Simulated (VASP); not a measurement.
# LuH (Fm-3m) in VASP: a series of runs

LuH is run at these levels: PBEsol; tasks: single point, relaxation of cell and atoms.

Program: VASP 6.6.1. These are calculated values, not measurements. Logs are shortened: lines on timing, memory, paths and dates and some standing lists are left out, and cuts for length are marked.

**1. The cell of the first run**

The structure is cubic, space group Fm-3m (No. 225). Conventional cell: a = 4.706 Å, b = 4.706 Å, c = 4.706 Å, α = 90.00°, β = 90.00°, γ = 90.00°. Lu (site symmetry m-3m) has 6 H at 2.35 Å within 3.1 Å. H (site symmetry m-3m) has 6 Lu at 2.35 Å within 3.1 Å.

**2. Single point, PBEsol**

INCAR reads:

```
SYSTEM = LuH
PREC = Accurate
ENCUT = 600
EDIFF = 1E-6
ISMEAR = -1
SIGMA = 0.1
LREAL = .FALSE.
LASPH = .TRUE.
NELM = 120
ALGO = Normal
ISIF = 2
LWAVE = .FALSE.
LCHARG = .FALSE.
GGA = PS
NBANDS = 20
GGA_COMPAT = .FALSE.
```

KPOINTS reads:

```
Automatic mesh
0
G
  6 6 6
  0 0 0
```

POSCAR reads:

```
LuH
1.0
    0.0000000000      2.3531500733      2.3531500733
    2.3531500733      0.0000000000      2.3531500733
    2.3531500733      2.3531500733      0.0000000000
Lu H
1 1
Direct
    0.0000000000      0.0000000000      0.0000000000
    0.5000000000      0.5000000000      0.5000000000
```

Potentials or basis: VASP PAW PBE potentials, release 64 (Lu, H).

The run is started by

```
$ cat potpaw_PBE.64/Lu/POTCAR potpaw_PBE.64/H/POTCAR > POTCAR
$ mpirun -np 1 vasp_std > vasp.out
```

OUTCAR:

```text
SYSTEM = LuH
   PREC = Accurate
   ENCUT = 600
   EDIFF = 1E-6
   ISMEAR = -1
   LREAL = .FALSE.
   LASPH = .TRUE.
   NELM = 120
   ISIF = 2
   GGA = PS

 ion  position               nearest neighbor table
   1  0.000  0.000  0.000-
   2  0.500  0.500  0.500-

  LATTYP: Found a face centered cubic cell.
 ALAT       =     4.7063001466

  Lattice vectors:

 A1 = (   0.0000000000,   2.3531500733,   2.3531500733)
 A2 = (   2.3531500733,   0.0000000000,   2.3531500733)
 A3 = (   2.3531500733,   2.3531500733,   0.0000000000)

Analysis of symmetry for initial positions (statically):
=====================================================================
 Subroutine PRICEL returns:
 Original cell was already a primitive cell.

 Routine SETGRP: Setting up the symmetry group for a
 face centered cubic supercell.

 Subroutine GETGRP returns: Found 48 space group operations
 (whereof 48 operations were pure point group operations)
 out of a pool of 48 trial point group operations.

The static configuration has the point symmetry O_h .

Analysis of symmetry for dynamics (positions and initial velocities):
=====================================================================
 Subroutine PRICEL returns:
 Original cell was already a primitive cell.

 Routine SETGRP: Setting up the symmetry group for a
 face centered cubic supercell.

 Subroutine GETGRP returns: Found 48 space group operations
 (whereof 48 operations were pure point group operations)
 out of a pool of 48 trial point group operations.

The dynamic configuration has the point symmetry O_h .

 Subroutine INISYM returns: Found 48 space group operations
 (whereof 48 operations are pure point group operations),
 and found     1 'primitive' translations

----------------------------------------------------------------------------------------

                                     Primitive cell

  volume of cell :      26.0603

  direct lattice vectors                    reciprocal lattice vectors
     0.000000000  2.353150073  2.353150073    -0.212481136  0.212481136  0.212481136
     2.353150073  0.000000000  2.353150073     0.212481136 -0.212481136  0.212481136
     2.353150073  2.353150073  0.000000000     0.212481136  0.212481136 -0.212481136

  length of vectors
     3.327856748  3.327856748  3.327856748     0.368028123  0.368028123  0.368028123

  position of ions in fractional coordinates (direct lattice)
     0.000000000  0.000000000  0.000000000
     0.500000000  0.500000000  0.500000000

  ion indices of the primitive-cell ions
   primitive index   ion index
                 1           1
                 2           2

----------------------------------------------------------------------------------------

 KPOINTS: Automatic mesh

Automatic generation of k-mesh.
 Grid dimensions read from file:
 generate k-points for:    6    6    6

 Generating k-lattice:

  Cartesian coordinates                     Fractional coordinates (reciprocal lattice)
    -0.035413523  0.035413523  0.035413523     0.166666667  0.000000000  0.000000000
     0.035413523 -0.035413523  0.035413523     0.000000000  0.166666667  0.000000000
     0.035413523  0.035413523 -0.035413523     0.000000000  0.000000000  0.166666667

  Length of vectors
     0.061338020  0.061338020  0.061338020

  Shift w.r.t. Gamma in fractional coordinates (k-lattice)
     0.000000000  0.000000000  0.000000000

 Subroutine IBZKPT returns following result:
 ===========================================

 Found     16 irreducible k-points:

 Following reciprocal coordinates:
            Coordinates               Weight
  0.000000  0.000000  0.000000      1.000000
  0.166667  0.000000  0.000000      8.000000
  0.333333  0.000000  0.000000      8.000000
  0.500000  0.000000  0.000000      4.000000
  0.166667  0.166667  0.000000      6.000000
  0.333333  0.166667  0.000000     24.000000
[... 8 lines left out ...]
 -0.333333  0.333333  0.166667     24.000000
 -0.333333  0.500000  0.166667     12.000000
   k-points           NKPTS =     16   k-points in BZ     NKDIM =     16   number of bands    NBANDS=     20
   number of dos      NEDOS =    301   number of ions     NIONS =      2
   total plane-waves  NPLWV =  21952
   dimension x,y,z NGX =    28 NGY =   28 NGZ =   28
   dimension x,y,z NGXF=    56 NGYF=   56 NGZF=   56
   ions per type =               1   1
   NGX,Y,Z   is equivalent  to a cutoff of  13.99, 13.99, 13.99 a.u.
   NGXF,Y,Z  is equivalent  to a cutoff of  27.98, 27.98, 27.98 a.u.
 SYSTEM =  LuH
   PREC   = accura    normal or accurate (medium, high low for compatibility)
   ISTART =      0    job   : 0-new  1-cont  2-samecut
   ICHARG =      2    charge: 1-file 2-atom 10-const
   ISPIN  =      1    spin polarized calculation?
   LNONCOLLINEAR =      F non collinear calculations
   LSORBIT =      F    spin-orbit coupling
   LASPH  =      T    aspherical Exc in radial PAW
   ENCUT  =  600.0 eV  44.10 Ry    6.64 a.u.   6.65  6.65  6.65*2*pi/ulx,y,z
   NELM   =    120;   NELMIN=  2; NELMDL= -5     # of ELM steps
   EDIFF  = 0.1E-05   stopping-criterion for ELM
   LREAL  =      F    real-space projection
   EDIFFG = 0.1E-04   stopping-criterion for IOM
   NSW    =      0    number of steps for IOM
   IBRION =     -1    ionic relax: 0-MD 1-quasi-New 2-CG
   NFREE  =      0    steps in history (QN), initial steepest desc. (CG)
   ISIF   =      2    stress and relaxation
   ISYM   =      2    0-nonsym 1-usesym 2-fastsym
   POTIM  = 0.5000    time-step for ionic-motion
   TEBEG  =    0.0;   TEEND  =   0.0 temperature during run
   PSTRESS=    0.0 pullay stress
   NELECT =      26.0000    total number of electrons
   NUPDOWN=      -1.0000    fix difference up-down
   EMIN   =  10.00;   EMAX   =-10.00  energy-range for DOS
   EFERMI =   0.00;   METHOD = LEGACY
   ISMEAR =    -1;   SIGMA  =   0.10  broadening in eV -4-tet -1-fermi 0-gaus
   EFERMI_NEDOS =   21; number of points for ismear=-14 and -15
   IALGO  =     38    algorithm
   IMIX   =      4    mixing-type and parameters
     AMIX     =   0.40;   BMIX     =  1.00
     AMIX_MAG =   1.60;   BMIX_MAG =  1.00
  volume/ion in A,a.u.               =      13.03        87.93
  Fermi-wavevector in a.u.,A,eV,Ry     =   1.635836  3.091281 36.408621  2.675958
  Thomas-Fermi vector in A             =   2.727242
   LORBIT       =      0    0 simple, 1 ext, 2 COOP (PROOUT), +10 PAW based schemes
   GGA     = PS    functional components
   LHFCALC =     F    Hartree Fock is set to
   AEXX    =    0.0000 exact exchange contribution
   IVDW    =     0    specifies the selected vdW correction
   LEPSILON=     F    determine dielectric tensor
   LRPA    =     F    only Hartree local field effects (RPA)
 non-spin polarized calculation
  energy-cutoff  :      600.00
  volume of cell :       26.06
 maximum number of plane-waves:       893
 NGX is ok and might be reduce to    28
   NGX = 13   NGY = 13   NGZ = 13

 number of electron      25.9999997 magnetization

 Free energy of the ion-electron system (eV)
  ---------------------------------------------------
  ext. energy  EPLUGINS =         0.00000000
  ---------------------------------------------------
  free energy    TOTEN  =        -9.01543838 eV

  energy without entropy =       -9.00044453  energy(sigma->0) =       -9.00794146

 E-fermi :   3.3791     XC(G=0): -11.8578

 val. band max:        2.9663873689   @ k =   0.5000   0.3333   0.1667
 cond. band min:       3.5847659299   @ k =  -0.3333   0.3333   0.1667
 fundamental gap:      0.6183785611
 Fermi energy:         3.3791010991

 k-point     1 :       0.0000    0.0000    0.0000
  band No.  band energies     occupation
      1     -52.6699      2.00000
      2     -23.0312      2.00000
      3     -23.0312      2.00000
      4     -23.0312      2.00000
      5      -5.7365      2.00000
      6      -1.5675      2.00000
[... 12 lines left out ...]
     19      13.8831      0.00000
     20      15.7235      0.00000

 k-point     2 :       0.1667    0.0000    0.0000
  band No.  band energies     occupation
      1     -52.6571      2.00000
      2     -23.2375      2.00000
      3     -23.0553      2.00000
      4     -23.0553      2.00000
      5      -4.9715      2.00000
      6      -1.5555      2.00000
[... 12 lines left out ...]
     19      15.6748      0.00000
     20      17.5781      0.00000

 k-point     3 :       0.3333    0.0000    0.0000
  band No.  band energies     occupation
      1     -52.6313      2.00000
      2     -23.6259      2.00000
      3     -23.1031      2.00000
      4     -23.1031      2.00000
      5      -3.1202      2.00000
      6      -1.5407      2.00000
[... 12 lines left out ...]
     19      15.6171      0.00000
     20      19.9427      0.00000

 k-point     4 :       0.5000    0.0000    0.0000
  band No.  band energies     occupation
      1     -52.6183      2.00000
      2     -23.8097      2.00000
      3     -23.1268      2.00000
      4     -23.1268      2.00000
      5      -1.9631      2.00000
      6      -1.5182      2.00000
[... 12 lines left out ...]
     19      12.1807      0.00000
     20      17.5869      0.00000

 k-point     5 :       0.1667    0.1667    0.0000
  band No.  band energies     occupation
      1     -52.6528      2.00000
      2     -23.2304      2.00000
      3     -23.0992      2.00000
      4     -23.0992      2.00000
      5      -4.7789      2.00000
      6      -1.5417      2.00000
[... 12 lines left out ...]
     19      16.3142      0.00000
     20      16.4310      0.00000
[... 169 lines left out ...]
      6      -1.5089      2.00000
[... 12 lines left out ...]
     19      11.2816      0.00000
     20      12.2915      0.00000

 k-point    14 :       0.5000    0.3333    0.1667
  band No.  band energies     occupation
      1     -52.6142      2.00000
      2     -23.6053      2.00000
      3     -23.3340      2.00000
      4     -23.1951      2.00000
      5      -2.6965      2.00000
      6      -1.5163      2.00000
[... 12 lines left out ...]
     19      13.9179      0.00000
     20      15.0820      0.00000

 k-point    15 :      -0.3333    0.3333    0.1667
  band No.  band energies     occupation
      1     -52.6056      2.00000
      2     -23.6240      2.00000
      3     -23.4238      2.00000
      4     -23.2392      2.00000
      5      -2.3419      2.00000
      6      -1.5302      2.00000
[... 12 lines left out ...]
     19      13.1256      0.00000
     20      15.2394      0.00000

 k-point    16 :      -0.3333    0.5000    0.1667
  band No.  band energies     occupation
      1     -52.6015      2.00000
      2     -23.6259      2.00000
      3     -23.4103      2.00000
      4     -23.3144      2.00000
      5      -2.7249      2.00000
      6      -1.5139      2.00000
[... 12 lines left out ...]
     19      11.6731      0.00000
     20      12.6133      0.00000

------------------------ aborting loop because EDIFF is reached ----------------------------------------

  FORCE on cell =-STRESS in cart. coord.  units (eV):
  Direction    XX          YY          ZZ          XY          YZ          ZX
  --------------------------------------------------------------------------------------
  -------------------------------------------------------------------------------------
  Total        0.0668051      0.0668051      0.0668051      0.0000000     -0.0000000      0.0000000
  in kB        4.1071568      4.1071568      4.1071568      0.0000000     -0.0000000      0.0000000
  external PRESSURE =       4.1071568 kB  Pullay stress =       0.0000000 kB

 VOLUME and BASIS-vectors are now :
 -----------------------------------------------------------------------------
  energy-cutoff  :      600.00
  volume of cell :       26.06
      direct lattice vectors                 reciprocal lattice vectors
     0.000000000  2.353150073  2.353150073    -0.212481136  0.212481136  0.212481136
     2.353150073  0.000000000  2.353150073     0.212481136 -0.212481136  0.212481136
     2.353150073  2.353150073  0.000000000     0.212481136  0.212481136 -0.212481136

 POSITION                                       TOTAL-FORCE (eV/Angst)
 -----------------------------------------------------------------------------------
      0.00000      0.00000      0.00000        -0.000000      0.000000     -0.000000
      2.35315      2.35315      2.35315         0.000000      0.000000      0.000000
 -----------------------------------------------------------------------------------
    total drift:                               -0.000000     -0.000000     -0.000000

  FREE ENERGIE OF THE ION-ELECTRON SYSTEM (eV)
  ---------------------------------------------------
  free  energy   TOTEN  =        -9.0154383817 eV

  energy  without entropy=       -9.0004445315  energy(sigma->0) =       -9.00794146
```

Run time: 26 s. Hardware: 1 thread of Intel Xeon 8259CL, shared host; peak memory 0.18 GiB.

What came out:

| Quantity | Value |
| --- | --- |
| Free energy | -9.0154 eV |
| Pressure | 0.4 GPa |
| Band gap on the k mesh | zero (bands 13 and 14 overlap by 2.44 eV) |

Caveat: the k points lie up to 0.39 Å⁻¹ apart, too coarse for converged energies and pressures of a metal; the PAW data sets were made with another functional, which shifts forces and pressure a little; spin-orbit coupling is left out, which moves the levels of the heavy elements.

**3. Relaxation of cell and atoms, PBEsol**

This run uses another cell than the first one, of 14.08 Å³/atom.

INCAR reads:

```
PREC = Accurate
ENCUT = 600
EDIFF = 1E-7
ISMEAR = -1
SIGMA = 0.1
LREAL = False
LASPH = True
NELM = 120
ALGO = Normal
ISIF = 3
LWAVE = False
LCHARG = False
GGA = PS
IBRION = 2
NSW = 80
EDIFFG = -0.03
GGA_COMPAT = False
NELMIN = 4
```

KPOINTS reads:

```
regular mesh
0
Gamma
  6 6 6
```

POSCAR reads:

```
LuH
1.0
    0.0000000000      2.4150000000      2.4150000000
    2.4150000000      0.0000000000      2.4150000000
    2.4150000000      2.4150000000      0.0000000000
Lu H
1 1
Direct
    0.0000000000      0.0000000000      0.0000000000
    0.5000000000      0.5000000000      0.5000000000
```

Potentials or basis: VASP PAW PBE potentials, release 64 (Lu, H).

The run is started by

```
$ cat potpaw_PBE.64/Lu/POTCAR potpaw_PBE.64/H/POTCAR > POTCAR
$ mpirun -np 1 vasp_std > vasp.out
```

It took 1.7 min on 1 thread of Intel Xeon 8259CL, shared host; peak memory 0.18 GiB.

The run converged. Its results:

| Item | Value |
| --- | --- |
| Free energy | -9.0160 eV |
| Relaxed volume | 13.09 Å³/atom |
| Relaxed cell | a = 3.333 Å, b = 3.333 Å, c = 3.333 Å, α = 60.00°, β = 60.00°, γ = 60.00° |
| Space group after relaxing (to 0.1 Å) | Fm-3m (No. 225) |
| Energy gained by relaxing | 16.8 meV/atom |
| Ionic steps | 3 |
| Pressure after relaxing | 0.0 GPa |
| Band gap on the k mesh | zero (bands 13 and 14 overlap by 2.43 eV) |

Step by step:
```
step  energy change (eV)  largest force (eV/Å)  pressure (GPa)  volume (Å³)
   1              0.0000                0.0000           -5.13        28.17
   2             -0.0333                0.0000           -0.57        26.37
   3             -0.0336                0.0000           -0.02        26.19
```

Final structure:
```cif
data_structure
_symmetry_space_group_name_H-M 'P 1'
_symmetry_Int_Tables_number 1
_cell_length_a 3.3333
_cell_length_b 3.3333
_cell_length_c 3.3333
_cell_angle_alpha 60.000
_cell_angle_beta 60.000
_cell_angle_gamma 60.000
_cell_volume 26.19
loop_
_atom_site_label
_atom_site_type_symbol
_atom_site_fract_x
_atom_site_fract_y
_atom_site_fract_z
_atom_site_occupancy
Lu1 Lu 0.00000 0.00000 0.00000 1
H1 H 0.50000 0.50000 0.50000 1
```

Levels at points of the mesh, in eV from the Fermi level:
```csv
k point,band 10,band 11,band 12,band 13,band 14,band 15,band 16,band 17
"(0.00, 0.00, 0.00)",-4.79,-4.79,-4.79,2.03,2.03,2.03,4.63,4.63
"(0.50, 0.00, 0.00)",-4.82,-4.78,-4.14,-3.39,1.39,1.39,6.69,6.73
"(0.50, 0.50, 0.00)",-4.84,-4.84,-4.81,-1.38,1.68,6.70,7.50,7.50
```

Caveat: the k points lie up to 0.38 Å⁻¹ apart in the final cell, too coarse for converged energies and pressures of a metal; the PAW data sets were made with another functional, which shifts forces and pressure a little; spin-orbit coupling is left out, which moves the levels of the heavy elements.

The gap in the log of VASP goes by the Fermi energy; the results here count the filled bands.